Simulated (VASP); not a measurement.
Write the native input for VASP 6.6.1 that does the following.

* Task: single point
* Functional: r2SCAN
* Potentials or basis: VASP PAW PBE potentials, release 64 (Sr_sv, O)
* Cutoff: 520 eV
* k mesh: 8 × 8 × 8
* Occupations: gaussian, width 0.01 eV
* Spin: no spin polarisation
* Dipole correction: no
* Further INCAR settings: ALGO = Normal; EDIFF = 1e-06; NBANDS = 15

Crystal: SrO.

```
Sr O
1.0
     0.03425    2.82653    2.82653
     2.82653    0.03425    2.82653
     2.82653    2.82653    0.03425
Sr O
1 1
Direct
  0.00102 0.00102 0.00102
  0.24898 0.24898 0.24898
```

This cell differs from its parent crystal: strain along [111] +1.8%.

One way to write it, as run:

POSCAR

```
SrO
1.0
    0.0342519743      2.8265324913      2.8265324913
    2.8265324913      0.0342519743      2.8265324913
    2.8265324913      2.8265324913      0.0342519743
Sr O
1 1
Direct
    0.0010233358      0.0010233358      0.0010233358
    0.2489766642      0.2489766642      0.2489766642
```

INCAR.step1

```
SYSTEM = SrO
PREC = Accurate
ENCUT = 520
ISMEAR = 0
SIGMA = 0.01
LREAL = .FALSE.
LASPH = .TRUE.
NELM = 100
NBANDS = 15
GGA = PE
ALGO = Normal
EDIFF = 1E-4
LWAVE = .TRUE.
LCHARG = .FALSE.
```

INCAR.step2

```
SYSTEM = SrO
PREC = Accurate
ENCUT = 520
EDIFF = 1E-6
ISMEAR = 0
SIGMA = 0.01
LREAL = .FALSE.
LASPH = .TRUE.
NELM = 100
ALGO = Normal
ISIF = 2
LWAVE = .FALSE.
LCHARG = .TRUE.
METAGGA = R2SCAN
LMIXTAU = .TRUE.
LELF = .TRUE.
LVHAR = .TRUE.
NBANDS = 15
ISTART = 1
```

KPOINTS

```
regular mesh
0
G
  8 8 8
  0 0 0
```

Potentials or basis: VASP PAW PBE potentials, release 64 (Sr_sv, O).

Command:

```console
$ cat potpaw_PBE.64/Sr_sv/POTCAR potpaw_PBE.64/O/POTCAR > POTCAR
$ cp INCAR.step1 INCAR
$ mpirun -np 1 vasp_std > vasp.out
$ cp INCAR.step2 INCAR
$ mpirun -np 1 vasp_std > vasp.out
```

It gave:

```yaml
Pressure: -0.7 GPa
Band_gap_on_the_k_mesh: 2.85 eV (least direct gap 3.64 eV)
```

Caveat: the cell differs from its parent crystal (strain along [111] +1.8%); the PAW data sets were made with another functional, which shifts forces and pressure a little.

It took 5.1 min on 1 thread of Intel Xeon 8259CL, with other jobs on the host, peak memory 0.2 GiB.
